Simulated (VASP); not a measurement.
Runs of VASP 6.6.1 on NaF. The structure is that of space group Pm-3m (No. 221), or close to it. The cells are those of the table. 

```csv
level,cell,k mesh,smearing,grid for exact exchange (PRECFOCK),screening parameter,gap on the mesh (eV),pressure (GPa)
HSE06,"a = 2.794 Å, angles 90.0, 90.0, 92.1°, 2 atoms",6 × 6 × 6,gaussian 0.01 eV,Normal,0.2079 1/Å,8.30,2.0
r2SCAN,"a = 2.794 Å, angles 90.0, 90.0, 92.1°, 2 atoms",10 × 10 × 10,gaussian 0.01 eV,-,-,7.12,-0.6
PBE,"a = 2.804, b = 2.804, c = 2.793 Å, 2 atoms",10 × 10 × 10,fermi-dirac 0.02 eV,-,-,6.05,(b)
PBE,"a = 2.794 Å, angles 90.0, 90.0, 92.1°, 2 atoms",10 × 10 × 10,fermi-dirac 0.02 eV,-,-,6.12,4.3
r2SCAN,"a = 2.804, b = 2.804, c = 2.793 Å, 2 atoms",10 × 10 × 10,gaussian 0.01 eV,-,-,7.05,(a)
PBE,"a = 2.793, b = 2.793, c = 2.840 Å, 2 atoms",10 × 10 × 10,fermi-dirac 0.02 eV,-,-,5.97,3.2
r2SCAN,"a = 2.793, b = 2.793, c = 2.840 Å, 2 atoms",10 × 10 × 10,gaussian 0.01 eV,-,-,6.97,-1.7
```

Alike in all rows: task single point; potentials or basis VASP PAW PBE potentials, release 64 (Na_pv, F); no spin polarisation; cutoff (eV) 520.

Question: Estimate the missing entries.

Answer: (a) -1.2; (b) 3.8.

Caveats: the PAW data sets were made with another functional, which shifts forces and pressure a little (some runs).

A k mesh can miss the band edges.
